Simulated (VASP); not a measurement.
Set up this calculation in VASP 6.6.1, as the native input.

| Item | Value |
| --- | --- |
| Task | single point |
| Functional | LDA |
| Potentials or basis | VASP PAW LDA potentials, release 64 (Sc_sv, Pt) |
| Cutoff | 520 eV |
| k mesh | 10 × 10 × 10 |
| Occupations | fermi-dirac, width 0.05 eV |
| Spin | no spin polarisation |
| Dipole correction | no |
| Further INCAR settings | ALGO = Normal; EDIFF = 1e-06; NBANDS = 18 |

The structure of ScPt lies in POSCAR:

```
ScPt
1.0
    3.2700000000      0.0000000000      0.0000000000
    0.0000000000      3.2700000000      0.0000000000
    0.0000000000      0.0000000000      3.3354000000
Sc Pt
1 1
Direct
    0.5000000000      0.5000000000      0.5000000000
    0.0000000000      0.0000000000      0.0000000000
```

This cell differs from its parent crystal: zz strain of +2 %.

One way to write it, as run:

INCAR

```
SYSTEM = ScPt
PREC = Accurate ; ENCUT = 520
EDIFF = 1E-6 ; ISMEAR = -1
SIGMA = 0.05 ; LREAL = .False.
LASPH = .True. ; NELM = 60
ALGO = Normal ; ISIF = 2
LWAVE = .False. ; LCHARG = .True.
LELF = .True. ; LVHAR = .True.
NBANDS = 18
```

KPOINTS

```
Automatic mesh
0
Gamma
  10 10 10
  0 0 0
```

Potentials or basis: VASP PAW LDA potentials, release 64 (Sc_sv, Pt).

Command:

```bash
$ cat potpaw_LDA.64/Sc_sv/POTCAR potpaw_LDA.64/Pt/POTCAR > POTCAR
$ mpirun -np 1 vasp_std > vasp.out
```

Results of the run:

| Property | Result |
| --- | --- |
| Pressure | -7.5 GPa |
| Band gap on the k mesh | zero (an odd number of electrons rules out a gap without spin polarisation) |

Caveat: the cell differs from its parent crystal (zz strain of +2 %); the cell stands under tension; spin-orbit coupling is left out, which moves the levels of the heavy elements.

Wall time 20 s on 1 thread of Intel(R) Xeon(R) 6975P-C (Granite Rapids), on a shared host, peak memory 0.19 GiB.
